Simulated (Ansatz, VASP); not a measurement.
# One calculation of Al2Cu, two programs

```xyz
3
Lattice="-2.0246 2.0246 2.8632 2.0246 -2.0246 2.8632 2.0246 2.0246 -2.8632" Properties=species:S:1:pos:R:3 pbc="T T T"
Al   -0.0191    2.0055    1.4316
Al    2.0055   -0.0191    1.4316
Cu    0.0162    0.0162    2.8632
```

Change from the starting cell: mode 4 frozen in at -0.027 Å and mode 5 at +0.000 Å (largest displacements).

Alike in both runs: task single point; functional PBEsol; k mesh 14 × 14 × 14; occupations gaussian, width 0.15 eV; no spin polarisation.

```csv
,VASP,Ansatz
version,VASP 6.6.1,Ansatz 0.2.0
potentials or method,"VASP PAW PBE potentials, release 64 (Al, Cu), cutoff 520 eV","scalar-relativistic, plane waves, PAW"
valence electrons in the cell,17,25
```

|  | VASP | Ansatz | Ansatz less VASP |
| --- | --- | --- | --- |
| gap on the k mesh at the Fermi level (eV) | none | none | - |
| pressure (GPa) | 0.5 | 0.1 | -0.37 |
| rms of the force components (eV/Å) | 0.154 | 0.154 | -0.0004 |

VASP's potentials were made for PBE, not for PBEsol, and Ansatz warns of the same on its side. Atom by atom the forces differ by 0.000 eV/Å (rms over components). A gap of «none» marks a metal or a gap that the smearing closes. The functional is the same, so the differences come from potentials, cutoffs and numerics. VASP's potentials hold 17 valence electrons a cell and Ansatz's 25, so a difference there can come from the potentials and not from the codes. Ansatz's warnings: near symmetry operations not taken.
